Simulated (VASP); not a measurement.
# Ca2SiN2 (P6/mmm) in VASP: single point with PBE

Aim: the single point of Ca2SiN2 with PBE.

All numbers are computed with VASP 6.6.1; they aren't measurements. Logs are shortened: lines on timing, memory, paths and dates and some standing lists are left out, and cuts for length are marked.

### Step 1. The cell of the first run

Symmetry: P6/mmm, No. 191, hexagonal system. Conventional cell: a = 5.508 Å, b = 5.508 Å, c = 5.140 Å, α = 90.00°, β = 90.00°, γ = 120.00°. Within 4.2 Å of Ca (site symmetry -6m2) lie 3 Ca at 3.18 Å and 3 Si at 3.18 Å and 6 N at 3.75 Å. Si (site symmetry 6/mmm) has 2 N at 1.98 Å within 2.6 Å. N (site symmetry 6mm) has 1 N at 1.18 Å within 1.6 Å.

The cell was generated, and may not be a known phase.

### Step 2. Single point, PBE

File INCAR:

```
ALGO     = Normal         # electronic algorithm
EDIFF    = 1E-6           # SCF threshold, eV
ENCUT    = 1330           # plane-wave cutoff, eV
GGA      = PE             # functional
GGA_COMPAT= F            
ISIF     = 2              # what is computed and relaxed
ISMEAR   = 0              # smearing method
LASPH    = T              # aspherical terms in the spheres
LCHARG   = F              # write CHGCAR
LREAL    = F              # projectors in reciprocal space
LWAVE    = F              # write WAVECAR
NBANDS   = 25             # bands
NELM     = 120            # most SCF steps
PREC     = Accurate       # precision mode
SIGMA    = 0.1            # smearing width, eV
```

File KPOINTS:

```
k-points
0
Gamma
  6 6 4
```

File POSCAR:

```
Ca2SiN2
1.0
    5.5081487517      0.0000000000      0.0000000000
   -2.7540743759      4.7701967468      0.0000000000
    0.0000000000      0.0000000000      5.1403990521
Ca Si N
2 1 2
Direct
    0.3333333333      0.6666666667      0.0000000000
    0.6666666667      0.3333333333      0.0000000000
    0.0000000000      0.0000000000      0.0000000000
    0.0000000000      0.0000000000      0.6144974596
    0.0000000000      0.0000000000      0.3855025404
```

Potentials or basis: VASP PAW PBE potentials, release 64 (Ca_sv, Si, N_h).

Run with:

```console
> cat potpaw_PBE.64/Ca_sv/POTCAR potpaw_PBE.64/Si/POTCAR potpaw_PBE.64/N_h/POTCAR > POTCAR
> mpirun -np 1 vasp_std > vasp.out
```

OUTCAR:

```text
EDIFF = 1E-6
   ENCUT = 1330
   GGA = PE
   ISIF = 2
   ISMEAR = 0
   LASPH = T
   LREAL = F
   NELM = 120
   PREC = Accurate

 ion  position               nearest neighbor table
   1  0.333  0.667  0.000-
   2  0.667  0.333  0.000-
   3  0.000  0.000  0.000-   4 1.98   5 1.98
   4  0.000  0.000  0.614-   5 1.18   3 1.98
   5  0.000  0.000  0.386-   4 1.18   3 1.98

  LATTYP: Found a hexagonal cell.
 ALAT       =     5.5081487517
 C/A-ratio  =     0.9332353362

  Lattice vectors:

 A1 = (   5.5081487517,   0.0000000000,   0.0000000000)
 A2 = (  -2.7540743759,   4.7701967468,   0.0000000000)
 A3 = (   0.0000000000,   0.0000000000,   5.1403990521)

Analysis of symmetry for initial positions (statically):
=====================================================================
 Subroutine PRICEL returns:
 Original cell was already a primitive cell.

 Routine SETGRP: Setting up the symmetry group for a
 hexagonal supercell.

 Subroutine GETGRP returns: Found 24 space group operations
 (whereof 24 operations were pure point group operations)
 out of a pool of 24 trial point group operations.

The static configuration has the point symmetry D_6h.

Analysis of symmetry for dynamics (positions and initial velocities):
=====================================================================
 Subroutine PRICEL returns:
 Original cell was already a primitive cell.

 Routine SETGRP: Setting up the symmetry group for a
 hexagonal supercell.

 Subroutine GETGRP returns: Found 24 space group operations
 (whereof 24 operations were pure point group operations)
 out of a pool of 24 trial point group operations.

The dynamic configuration has the point symmetry D_6h.

 Subroutine INISYM returns: Found 24 space group operations
 (whereof 24 operations are pure point group operations),
 and found     1 'primitive' translations

----------------------------------------------------------------------------------------

                                     Primitive cell

  volume of cell :     135.0637

  direct lattice vectors                    reciprocal lattice vectors
     5.508148752  0.000000000  0.000000000     0.181549200  0.104817480  0.000000000
    -2.754074376  4.770196747  0.000000000     0.000000000  0.209634959  0.000000000
     0.000000000  0.000000000  5.140399052     0.000000000  0.000000000  0.194537426

  length of vectors
     5.508148752  5.508148752  5.140399052     0.209634959  0.209634959  0.194537426

  position of ions in fractional coordinates (direct lattice)
     0.333333333  0.666666667  0.000000000
     0.666666667  0.333333333  0.000000000
     0.000000000  0.000000000  0.000000000
     0.000000000  0.000000000  0.614497460
     0.000000000  0.000000000  0.385502540

  ion indices of the primitive-cell ions
   primitive index   ion index
                 1           1
                 2           2
                 3           3
                 4           4
                 5           5

----------------------------------------------------------------------------------------

 KPOINTS: k-points

Automatic generation of k-mesh.
 Grid dimensions read from file:
 generate k-points for:    6    6    4

 Generating k-lattice:

  Cartesian coordinates                     Fractional coordinates (reciprocal lattice)
     0.030258200  0.017469580  0.000000000     0.166666667 -0.000000000  0.000000000
     0.000000000  0.034939160  0.000000000     0.000000000  0.166666667  0.000000000
     0.000000000  0.000000000  0.048634356     0.000000000  0.000000000  0.250000000

  Length of vectors
     0.034939160  0.034939160  0.048634356

  Shift w.r.t. Gamma in fractional coordinates (k-lattice)
     0.000000000  0.000000000  0.000000000

 Subroutine IBZKPT returns following result:
 ===========================================

 Found     21 irreducible k-points:

 Following reciprocal coordinates:
            Coordinates               Weight
  0.000000  0.000000  0.000000      1.000000
  0.166667 -0.000000  0.000000      6.000000
  0.333333 -0.000000  0.000000      6.000000
  0.500000 -0.000000  0.000000      3.000000
  0.166667  0.166667  0.000000      6.000000
  0.333333  0.166667  0.000000     12.000000
[... 13 lines left out ...]
  0.333333  0.166667  0.500000     12.000000
  0.333333  0.333333  0.500000      2.000000
   k-points           NKPTS =     21   k-points in BZ     NKDIM =     21   number of bands    NBANDS=     25
   number of dos      NEDOS =    301   number of ions     NIONS =      5
   total plane-waves  NPLWV = 313600
   dimension x,y,z NGX =    70 NGY =   70 NGZ =   64
   dimension x,y,z NGXF=   140 NGYF=  140 NGZF=  128
   ions per type =               2   1   2
   NGX,Y,Z   is equivalent  to a cutoff of  21.13, 21.13, 20.70 a.u.
   NGXF,Y,Z  is equivalent  to a cutoff of  42.25, 42.25, 41.40 a.u.
 SYSTEM =  unknown system
   PREC   = accura    normal or accurate (medium, high low for compatibility)
   ISTART =      0    job   : 0-new  1-cont  2-samecut
   ICHARG =      2    charge: 1-file 2-atom 10-const
   ISPIN  =      1    spin polarized calculation?
   LNONCOLLINEAR =      F non collinear calculations
   LSORBIT =      F    spin-orbit coupling
   LASPH  =      T    aspherical Exc in radial PAW
   ENCUT  = 1330.0 eV  97.75 Ry    9.89 a.u.  16.38 16.38 15.29*2*pi/ulx,y,z
   NELM   =    120;   NELMIN=  2; NELMDL= -5     # of ELM steps
   EDIFF  = 0.1E-05   stopping-criterion for ELM
   LREAL  =      F    real-space projection
   EDIFFG = 0.1E-04   stopping-criterion for IOM
   NSW    =      0    number of steps for IOM
   IBRION =     -1    ionic relax: 0-MD 1-quasi-New 2-CG
   NFREE  =      0    steps in history (QN), initial steepest desc. (CG)
   ISIF   =      2    stress and relaxation
   ISYM   =      2    0-nonsym 1-usesym 2-fastsym
   POTIM  = 0.5000    time-step for ionic-motion
   TEBEG  =    0.0;   TEEND  =   0.0 temperature during run
   PSTRESS=    0.0 pullay stress
   NELECT =      34.0000    total number of electrons
   NUPDOWN=      -1.0000    fix difference up-down
   EMIN   =  10.00;   EMAX   =-10.00  energy-range for DOS
   EFERMI =   0.00;   METHOD = LEGACY
   ISMEAR =     0;   SIGMA  =   0.10  broadening in eV -4-tet -1-fermi 0-gaus
   EFERMI_NEDOS =   21; number of points for ismear=-14 and -15
   IALGO  =     38    algorithm
   IMIX   =      4    mixing-type and parameters
     AMIX     =   0.40;   BMIX     =  1.00
     AMIX_MAG =   1.60;   BMIX_MAG =  1.00
  volume/ion in A,a.u.               =      27.01       182.29
  Fermi-wavevector in a.u.,A,eV,Ry     =   1.033685  1.953381 14.537888  1.068505
  Thomas-Fermi vector in A             =   2.167944
   LORBIT       =      0    0 simple, 1 ext, 2 COOP (PROOUT), +10 PAW based schemes
   GGA     = PE    functional components
   LHFCALC =     F    Hartree Fock is set to
   AEXX    =    0.0000 exact exchange contribution
   IVDW    =     0    specifies the selected vdW correction
   LEPSILON=     F    determine dielectric tensor
   LRPA    =     F    only Hartree local field effects (RPA)
 non-spin polarized calculation
 Gauss-broadening in eV      SIGMA  =   0.10
  energy-cutoff  :     1330.00
  volume of cell :      135.06
 maximum number of plane-waves:     14921
 NGX is ok and might be reduce to    70
   NGX = 33   NGY = 33   NGZ = 31

 number of electron      34.0000000 magnetization

 Free energy of the ion-electron system (eV)
  ---------------------------------------------------
  ext. energy  EPLUGINS =         0.00000000
  ---------------------------------------------------
  free energy    TOTEN  =       -23.67903910 eV

  energy without entropy =      -23.64592921  energy(sigma->0) =      -23.66248415

 E-fermi :   2.8470     XC(G=0):  -7.8068

 val. band max:        2.8425883569   @ k =   0.3333   0.1667   0.0000
 cond. band min:       2.8874981461   @ k =   0.5000  -0.0000   0.5000
 fundamental gap:      0.0449097891
 Fermi energy:         2.8469661395

 k-point     1 :       0.0000    0.0000    0.0000
  band No.  band energies     occupation
      1     -39.5567      2.00000
      2     -39.4702      2.00000
      3     -20.6796      2.00000
      4     -20.6796      2.00000
      5     -20.6374      2.00000
      6     -20.5508      2.00000
[... 17 lines left out ...]
     24       5.0297      0.00000
     25       5.2516      0.00000

 k-point     2 :       0.1667   -0.0000    0.0000
  band No.  band energies     occupation
      1     -39.5516      2.00000
      2     -39.4753      2.00000
      3     -20.6881      2.00000
      4     -20.6648      2.00000
      5     -20.6323      2.00000
      6     -20.5559      2.00000
[... 17 lines left out ...]
     24       4.9441      0.00000
     25       5.3585      0.00000

 k-point     3 :       0.3333   -0.0000    0.0000
  band No.  band energies     occupation
      1     -39.5385      2.00000
      2     -39.4886      2.00000
      3     -20.7040      2.00000
      4     -20.6302      2.00000
      5     -20.6191      2.00000
      6     -20.5691      2.00000
[... 17 lines left out ...]
     24       4.8786      0.00000
     25       5.4909      0.00000

 k-point     4 :       0.5000   -0.0000    0.0000
  band No.  band energies     occupation
      1     -39.5280      2.00000
      2     -39.4991      2.00000
      3     -20.7115      2.00000
      4     -20.6085      2.00000
      5     -20.6084      2.00000
      6     -20.5797      2.00000
[... 17 lines left out ...]
     24       5.0059      0.00000
     25       5.6376      0.00000
[... 393 lines left out ...]
 k-point    19 :       0.1667    0.1667    0.5000
  band No.  band energies     occupation
      1     -39.5423      2.00000
      2     -39.4846      2.00000
      3     -20.7035      2.00000
      4     -20.6334      2.00000
      5     -20.6267      2.00000
      6     -20.5675      2.00000
[... 17 lines left out ...]
     24       5.2934      0.00000
     25       5.9475      0.00000

 k-point    20 :       0.3333    0.1667    0.5000
  band No.  band energies     occupation
      1     -39.5279      2.00000
      2     -39.4991      2.00000
      3     -20.7193      2.00000
      4     -20.6115      2.00000
      5     -20.5869      2.00000
      6     -20.5821      2.00000
[... 17 lines left out ...]
     24       5.3720      0.00000
     25       5.7331      0.00000

 k-point    21 :       0.3333    0.3333    0.5000
  band No.  band energies     occupation
      1     -39.5135      2.00000
      2     -39.5135      2.00000
      3     -20.7297      2.00000
      4     -20.5967      2.00000
      5     -20.5967      2.00000
      6     -20.5166      2.00000
[... 17 lines left out ...]
     24       5.1539      0.00000
     25       5.7496      0.00000

------------------------ aborting loop because EDIFF is reached ----------------------------------------

  FORCE on cell =-STRESS in cart. coord.  units (eV):
  Direction    XX          YY          ZZ          XY          YZ          ZX
  --------------------------------------------------------------------------------------
  -------------------------------------------------------------------------------------
  Total        0.2286409      0.2286409      0.0399942     -0.0000000     -0.0000000      0.0000000
  in kB        2.7122253      2.7122253      0.4744259     -0.0000000     -0.0000000      0.0000000
  external PRESSURE =       1.9662922 kB  Pullay stress =       0.0000000 kB

 VOLUME and BASIS-vectors are now :
 -----------------------------------------------------------------------------
  energy-cutoff  :     1330.00
  volume of cell :      135.06
      direct lattice vectors                 reciprocal lattice vectors
     5.508148752  0.000000000  0.000000000     0.181549200  0.104817480  0.000000000
    -2.754074376  4.770196747  0.000000000     0.000000000  0.209634959  0.000000000
     0.000000000  0.000000000  5.140399052     0.000000000  0.000000000  0.194537426

 POSITION                                       TOTAL-FORCE (eV/Angst)
 -----------------------------------------------------------------------------------
     -0.00000      3.18013      0.00000         0.000000     -0.000000      0.000000
      2.75407      1.59007      0.00000        -0.000000      0.000000      0.000000
      0.00000      0.00000      0.00000        -0.000000     -0.000000      0.000000
      0.00000      0.00000      3.15876        -0.000000     -0.000000      0.029669
      0.00000      0.00000      1.98164        -0.000000      0.000000     -0.029669
 -----------------------------------------------------------------------------------
    total drift:                                0.000000     -0.000000     -0.000000

  FREE ENERGIE OF THE ION-ELECTRON SYSTEM (eV)
  ---------------------------------------------------
  free  energy   TOTEN  =       -23.6790391012 eV

  energy  without entropy=      -23.6459292068  energy(sigma->0) =      -23.66248415
```

It took 5 min on 1 thread of AMD EPYC 7R13 (Zen 3), shared host; peak memory 0.75 GiB.

What came out:

* Free energy: -23.6790 eV
* Pressure: 0.2 GPa
* Largest force: 0.030 eV/Å
* Band gap on the k mesh: zero (bands 17 and 18 overlap by 0.91 eV)

Forces in eV/Å, atoms in the order of the input:
```
Ca   0.000  0.000  0.000
Ca   0.000  0.000  0.000
Si   0.000  0.000  0.000
N    0.000  0.000  0.030
N    0.000  0.000 -0.030
```

The gap in the log of VASP goes by the Fermi energy; the results here count the filled bands.